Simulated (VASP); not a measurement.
# MnSi (P2_13) in VASP: a series of runs

Runs on MnSi. Level: r2SCAN. Tasks: single point.

All numbers are computed with VASP 6.6.1; they aren't measurements. Logs are shortened: lines on timing, memory, paths and dates and some standing lists are left out, and cuts for length are marked.

### Step 1. The cell of the first run

Symmetry: P2_13, No. 198, cubic system. The conventional cell has a = 4.547 Å, b = 4.547 Å, c = 4.547 Å, α = 90.00°, β = 90.00°, γ = 90.00°. Within 3.0 Å of Mn (site symmetry 3) lie 7 Si at 2.30 to 2.52 Å and 6 Mn at 2.79 Å. Si (site symmetry 3) has 7 Mn at 2.30 to 2.52 Å and 6 Si at 2.81 Å within 3.0 Å.

### Step 2. Single point, r2SCAN

Contents of POSCAR:

```
MnSi
1.0
    4.5472729200      0.0000000000      0.0000000000
    0.0000000000      4.5472729200      0.0000000000
    0.0000000000      0.0000000000      4.5472729200
Mn Si
4 4
Direct
    0.1395000000      0.1395000000      0.1395000000
    0.3605000000      0.8605000000      0.6395000000
    0.6395000000      0.3605000000      0.8605000000
    0.8605000000      0.6395000000      0.3605000000
    0.8474000000      0.8474000000      0.8474000000
    0.6526000000      0.1526000000      0.3474000000
    0.3474000000      0.6526000000      0.1526000000
    0.1526000000      0.3474000000      0.6526000000
```

Contents of INCAR.step1:

```
SYSTEM = MnSi
PREC = Accurate
ENCUT = 520
ISMEAR = -1
SIGMA = 0.1
LREAL = .False.
LASPH = .True.
NELM = 100
NBANDS = 44
GGA = PE
ALGO = Normal
EDIFF = 1E-4
LWAVE = .True.
LCHARG = .False.
```

Contents of INCAR.step2:

```
SYSTEM = MnSi
PREC = Accurate
ENCUT = 520
EDIFF = 1E-7
ISMEAR = -1
SIGMA = 0.1
LREAL = .False.
LASPH = .True.
NELM = 100
ALGO = Normal
ISIF = 2
LWAVE = .False.
LCHARG = .True.
METAGGA = R2SCAN
LMIXTAU = .True.
LELF = .True.
LVHAR = .True.
NBANDS = 44
ISTART = 1
```

Contents of KPOINTS:

```
Automatic mesh
0
Gamma
  5 5 5
  0 0 0
```

Potentials or basis: VASP PAW PBE potentials, release 64 (Mn_pv, Si).

Launch:

```console
$ cat potpaw_PBE.64/Mn_pv/POTCAR potpaw_PBE.64/Si/POTCAR > POTCAR
$ cp INCAR.step1 INCAR
$ mpirun -np 1 vasp_std > vasp.out
$ cp INCAR.step2 INCAR
$ mpirun -np 1 vasp_std > vasp.out
```

OUTCAR:

```text
SYSTEM = MnSi
   PREC = Accurate
   ENCUT = 520
   EDIFF = 1E-7
   ISMEAR = -1
   LREAL = .False.
   LASPH = .True.
   NELM = 100
   ISIF = 2
   METAGGA = R2SCAN
   ISTART = 1

 ion  position               nearest neighbor table
   1  0.139  0.139  0.139-   5 2.30   6 2.41   7 2.41   8 2.41   7 2.52   8 2.52   6 2.52   3 2.79
                             4 2.79   2 2.79   2 2.79   4 2.79   3 2.79
   2  0.361  0.861  0.639-   6 2.30   5 2.41   7 2.41   8 2.41   7 2.52   8 2.52   5 2.52   1 2.79
                             1 2.79   3 2.79   3 2.79   4 2.79   4 2.79
   3  0.639  0.361  0.861-   7 2.30   6 2.41   5 2.41   8 2.41   8 2.52   6 2.52   5 2.52   1 2.79
                             4 2.79   2 2.79   2 2.79   4 2.79   1 2.79
   4  0.861  0.639  0.361-   8 2.30   6 2.41   7 2.41   5 2.41   6 2.52   5 2.52   7 2.52   1 2.79
                             3 2.79   2 2.79   1 2.79   2 2.79   3 2.79
   5  0.847  0.847  0.847-   1 2.30   2 2.41   3 2.41   4 2.41   3 2.52   4 2.52   2 2.52   6 2.81
                             7 2.81   8 2.81   6 2.81   8 2.81   7 2.81
   6  0.653  0.153  0.347-   2 2.30   1 2.41   3 2.41   4 2.41   3 2.52   4 2.52   1 2.52   8 2.81
                             5 2.81   5 2.81   7 2.81   7 2.81   8 2.81
   7  0.347  0.653  0.153-   3 2.30   2 2.41   1 2.41   4 2.41   4 2.52   2 2.52   1 2.52   8 2.81
                             5 2.81   8 2.81   6 2.81   6 2.81   5 2.81
   8  0.153  0.347  0.653-   4 2.30   2 2.41   3 2.41   1 2.41   2 2.52   1 2.52   3 2.52   7 2.81
                             5 2.81   7 2.81   5 2.81   6 2.81   6 2.81

  LATTYP: Found a simple cubic cell.
 ALAT       =     4.5472729200

  Lattice vectors:

 A1 = (   4.5472729200,   0.0000000000,   0.0000000000)
 A2 = (   0.0000000000,   4.5472729200,   0.0000000000)
 A3 = (   0.0000000000,   0.0000000000,   4.5472729200)

Analysis of symmetry for initial positions (statically):
=====================================================================
 Subroutine PRICEL returns:
 Original cell was already a primitive cell.

 Routine SETGRP: Setting up the symmetry group for a
 simple cubic supercell.

 Subroutine GETGRP returns: Found 12 space group operations
 (whereof  3 operations were pure point group operations)
 out of a pool of 48 trial point group operations.

The static configuration has the point symmetry C_3 .
 The point group associated with its full space group is T   .

Analysis of symmetry for dynamics (positions and initial velocities):
=====================================================================
 Subroutine PRICEL returns:
 Original cell was already a primitive cell.

 Routine SETGRP: Setting up the symmetry group for a
 simple cubic supercell.

 Subroutine GETGRP returns: Found 12 space group operations
 (whereof  3 operations were pure point group operations)
 out of a pool of 48 trial point group operations.

The dynamic configuration has the point symmetry C_3 .
 The point group associated with its full space group is T   .

 Subroutine INISYM returns: Found 12 space group operations
 (whereof  3 operations are pure point group operations),
 and found     1 'primitive' translations

----------------------------------------------------------------------------------------

                                     Primitive cell

  volume of cell :      94.0271

  direct lattice vectors                    reciprocal lattice vectors
     4.547272920  0.000000000  0.000000000     0.219912026  0.000000000  0.000000000
     0.000000000  4.547272920  0.000000000     0.000000000  0.219912026  0.000000000
     0.000000000  0.000000000  4.547272920     0.000000000  0.000000000  0.219912026

  length of vectors
     4.547272920  4.547272920  4.547272920     0.219912026  0.219912026  0.219912026

  position of ions in fractional coordinates (direct lattice)
     0.139500000  0.139500000  0.139500000
     0.360500000  0.860500000  0.639500000
     0.639500000  0.360500000  0.860500000
     0.860500000  0.639500000  0.360500000
     0.847400000  0.847400000  0.847400000
     0.652600000  0.152600000  0.347400000
     0.347400000  0.652600000  0.152600000
     0.152600000  0.347400000  0.652600000

  ion indices of the primitive-cell ions
   primitive index   ion index
                 1           1
                 2           2
                 3           3
                 4           4
                 5           5
                 6           6
                 7           7
                 8           8

----------------------------------------------------------------------------------------

 KPOINTS: Automatic mesh

Automatic generation of k-mesh.
 Grid dimensions read from file:
 generate k-points for:    5    5    5

 Generating k-lattice:

  Cartesian coordinates                     Fractional coordinates (reciprocal lattice)
     0.043982405  0.000000000  0.000000000     0.200000000  0.000000000  0.000000000
     0.000000000  0.043982405  0.000000000     0.000000000  0.200000000  0.000000000
     0.000000000  0.000000000  0.043982405     0.000000000  0.000000000  0.200000000

  Length of vectors
     0.043982405  0.043982405  0.043982405

  Shift w.r.t. Gamma in fractional coordinates (k-lattice)
     0.000000000  0.000000000  0.000000000

 Subroutine IBZKPT returns following result:
 ===========================================

 Found     11 irreducible k-points:

 Following reciprocal coordinates:
            Coordinates               Weight
  0.000000  0.000000  0.000000      1.000000
  0.200000  0.000000  0.000000      6.000000
  0.400000  0.000000  0.000000      6.000000
  0.200000  0.200000  0.000000     12.000000
  0.400000  0.200000  0.000000     12.000000
 -0.200000  0.400000  0.000000     12.000000
  0.400000  0.400000  0.000000     12.000000
  0.200000  0.200000  0.200000      8.000000
  0.400000  0.200000  0.200000     24.000000
  0.400000  0.400000  0.200000     24.000000
  0.400000  0.400000  0.400000      8.000000
   k-points           NKPTS =     11   k-points in BZ     NKDIM =     11   number of bands    NBANDS=     44
   number of dos      NEDOS =    301   number of ions     NIONS =      8
   total plane-waves  NPLWV =  46656
   dimension x,y,z NGX =    36 NGY =   36 NGZ =   36
   dimension x,y,z NGXF=    72 NGYF=   72 NGZF=   72
   ions per type =               4   4
   NGX,Y,Z   is equivalent  to a cutoff of  13.16, 13.16, 13.16 a.u.
   NGXF,Y,Z  is equivalent  to a cutoff of  26.32, 26.32, 26.32 a.u.
 SYSTEM =  MnSi
   PREC   = accura    normal or accurate (medium, high low for compatibility)
   ISTART =      1    job   : 0-new  1-cont  2-samecut
   ICHARG =      0    charge: 1-file 2-atom 10-const
   ISPIN  =      1    spin polarized calculation?
   LNONCOLLINEAR =      F non collinear calculations
   LSORBIT =      F    spin-orbit coupling
   LASPH  =      T    aspherical Exc in radial PAW
   ENCUT  =  520.0 eV  38.22 Ry    6.18 a.u.   8.45  8.45  8.45*2*pi/ulx,y,z
   NELM   =    100;   NELMIN=  2; NELMDL=  0     # of ELM steps
   EDIFF  = 0.1E-06   stopping-criterion for ELM
   LREAL  =      F    real-space projection
   EDIFFG = 0.1E-05   stopping-criterion for IOM
   NSW    =      0    number of steps for IOM
   IBRION =     -1    ionic relax: 0-MD 1-quasi-New 2-CG
   NFREE  =      0    steps in history (QN), initial steepest desc. (CG)
   ISIF   =      2    stress and relaxation
   ISYM   =      2    0-nonsym 1-usesym 2-fastsym
   POTIM  = 0.5000    time-step for ionic-motion
   TEBEG  =    0.0;   TEEND  =   0.0 temperature during run
   PSTRESS=    0.0 pullay stress
   NELECT =      68.0000    total number of electrons
   NUPDOWN=      -1.0000    fix difference up-down
   EMIN   =  10.00;   EMAX   =-10.00  energy-range for DOS
   EFERMI =   0.00;   METHOD = LEGACY
   ISMEAR =    -1;   SIGMA  =   0.10  broadening in eV -4-tet -1-fermi 0-gaus
   EFERMI_NEDOS =   21; number of points for ismear=-14 and -15
   IALGO  =     38    algorithm
   IMIX   =      4    mixing-type and parameters
     AMIX     =   0.40;   BMIX     =  1.00
     AMIX_MAG =   1.60;   BMIX_MAG =  1.00
  volume/ion in A,a.u.               =      11.75        79.32
  Fermi-wavevector in a.u.,A,eV,Ry     =   1.469468  2.776892 29.379550  2.159336
  Thomas-Fermi vector in A             =   2.584842
   LORBIT       =      0    0 simple, 1 ext, 2 COOP (PROOUT), +10 PAW based schemes
   METAGGA = R2SCAN    functional components
   LHFCALC =     F    Hartree Fock is set to
   AEXX    =    0.0000 exact exchange contribution
   IVDW    =     0    specifies the selected vdW correction
   LEPSILON=     F    determine dielectric tensor
   LRPA    =     F    only Hartree local field effects (RPA)
 non-spin polarized calculation
  energy-cutoff  :      520.00
  volume of cell :       94.03
 maximum number of plane-waves:      2550
 NGX is ok and might be reduce to    36
   NGX = 17   NGY = 17   NGZ = 17

 number of electron      68.0000090 magnetization

 Free energy of the ion-electron system (eV)
  ---------------------------------------------------
  ext. energy  EPLUGINS =         0.00000000
  ---------------------------------------------------
  free energy    TOTEN  =       -95.86451081 eV

  energy without entropy =      -95.55819822  energy(sigma->0) =      -95.71135451

 E-fermi :  10.7303     XC(G=0): -13.7804

 val. band max:       10.7284890630   @ k =   0.2000   0.0000   0.0000
 cond. band min:      10.7770369409   @ k =   0.2000   0.2000   0.2000
 fundamental gap:      0.0485478780
 Fermi energy:        10.7302942827

 k-point     1 :       0.0000    0.0000    0.0000
  band No.  band energies     occupation
      1     -38.8110      2.00000
      2     -38.8110      2.00000
      3     -38.8110      2.00000
      4     -38.7832      2.00000
      5     -38.7832      2.00000
      6     -38.7832      2.00000
[... 36 lines left out ...]
     43      14.8037      0.00000
     44      14.8038      0.00000

 k-point     2 :       0.2000    0.0000    0.0000
  band No.  band energies     occupation
      1     -38.8270      2.00000
      2     -38.8174      2.00000
      3     -38.8008      2.00000
      4     -38.7889      2.00000
      5     -38.7856      2.00000
      6     -38.7597      2.00000
[... 36 lines left out ...]
     43      14.1608      0.00000
     44      15.1253      0.00000

 k-point     3 :       0.4000    0.0000    0.0000
  band No.  band energies     occupation
      1     -38.8329      2.00000
      2     -38.8282      2.00000
      3     -38.8046      2.00000
      4     -38.7990      2.00000
      5     -38.7602      2.00000
      6     -38.7394      2.00000
[... 36 lines left out ...]
     43      15.2647      0.00000
     44      15.6457      0.00000

 k-point     4 :       0.2000    0.2000    0.0000
  band No.  band energies     occupation
      1     -38.8316      2.00000
      2     -38.8176      2.00000
      3     -38.8009      2.00000
      4     -38.7885      2.00000
      5     -38.7813      2.00000
      6     -38.7632      2.00000
[... 271 lines left out ...]
     43      14.8149      0.00000
     44      15.0012      0.00000

 k-point    10 :       0.4000    0.4000    0.2000
  band No.  band energies     occupation
      1     -38.8319      2.00000
      2     -38.8278      2.00000
      3     -38.7963      2.00000
      4     -38.7897      2.00000
      5     -38.7776      2.00000
      6     -38.7625      2.00000
[... 36 lines left out ...]
     43      15.3113      0.00000
     44      15.6180      0.00000

 k-point    11 :       0.4000    0.4000    0.4000
  band No.  band energies     occupation
      1     -38.8325      2.00000
      2     -38.8294      2.00000
      3     -38.8135      2.00000
      4     -38.8087      2.00000
      5     -38.7565      2.00000
      6     -38.7421      2.00000
[... 36 lines left out ...]
     43      15.9173      0.00000
     44      16.6709      0.00000

------------------------ aborting loop because EDIFF is reached ----------------------------------------

  FORCE on cell =-STRESS in cart. coord.  units (eV):
  Direction    XX          YY          ZZ          XY          YZ          ZX
  --------------------------------------------------------------------------------------
  -------------------------------------------------------------------------------------
  Total       -7.5697317     -7.5697317     -7.5697317     -0.0000000     -0.0000000      0.0000000
  in kB     -128.9846431   -128.9846431   -128.9846431     -0.0000000     -0.0000000      0.0000000
  external PRESSURE =    -128.9846431 kB  Pullay stress =       0.0000000 kB

 VOLUME and BASIS-vectors are now :
 -----------------------------------------------------------------------------
  energy-cutoff  :      520.00
  volume of cell :       94.03
      direct lattice vectors                 reciprocal lattice vectors
     4.547272920  0.000000000  0.000000000     0.219912026  0.000000000  0.000000000
     0.000000000  4.547272920  0.000000000     0.000000000  0.219912026  0.000000000
     0.000000000  0.000000000  4.547272920     0.000000000  0.000000000  0.219912026

 POSITION                                       TOTAL-FORCE (eV/Angst)
 -----------------------------------------------------------------------------------
      0.63434      0.63434      0.63434        -0.254526     -0.254526     -0.254526
      1.63929      3.91293      2.90798         0.254526      0.254526     -0.254526
      2.90798      1.63929      3.91293        -0.254526      0.254526      0.254526
      3.91293      2.90798      1.63929         0.254526     -0.254526      0.254526
      3.85336      3.85336      3.85336        -0.108656     -0.108656     -0.108656
      2.96755      0.69391      1.57972         0.108656      0.108656     -0.108656
      1.57972      2.96755      0.69391        -0.108656      0.108656      0.108656
      0.69391      1.57972      2.96755         0.108656     -0.108656      0.108656
 -----------------------------------------------------------------------------------
    total drift:                                0.000001      0.000001      0.000000

  FREE ENERGIE OF THE ION-ELECTRON SYSTEM (eV)
  ---------------------------------------------------
  free  energy   TOTEN  =       -95.8645108063 eV

  energy  without entropy=      -95.5581982227  energy(sigma->0) =      -95.71135451
```

Run time: 93 s. Hardware: 1 thread of Intel Xeon Platinum 8488C (Sapphire Rapids), shared host; peak memory 0.22 GiB.

Results:

```
Free energy            : -95.8645 eV
Pressure               : -12.9 GPa
Largest force          : 0.441 eV/Å
Band gap on the k mesh : zero (bands 34 and 35 overlap by 0.44 eV)
```

Forces on the atoms (eV/Å):
```
Mn  -0.255 -0.255 -0.255
Mn   0.255  0.255 -0.255
Mn  -0.255  0.255  0.255
Mn   0.255 -0.255  0.255
Si  -0.109 -0.109 -0.109
Si   0.109  0.109 -0.109
Si  -0.109  0.109  0.109
Si   0.109 -0.109  0.109
```

Levels at points of the mesh, in eV from the Fermi level:
| k point | band 31 | band 32 | band 33 | band 34 | band 35 | band 36 | band 37 | band 38 |
| --- | --- | --- | --- | --- | --- | --- | --- | --- |
| (0.00, 0.00, 0.00) | -1.66 | 0.18 | 0.18 | 0.18 | 0.36 | 0.36 | 1.34 | 1.34 |

Caveat: the cell stands under tension; the PAW data sets were made with another functional, which shifts forces and pressure a little; the run has no spin polarisation, though such a crystal can be magnetic.

(Part 1 of 2 ends here.)

The gap in the log of VASP goes by the Fermi energy; the results here count the filled bands.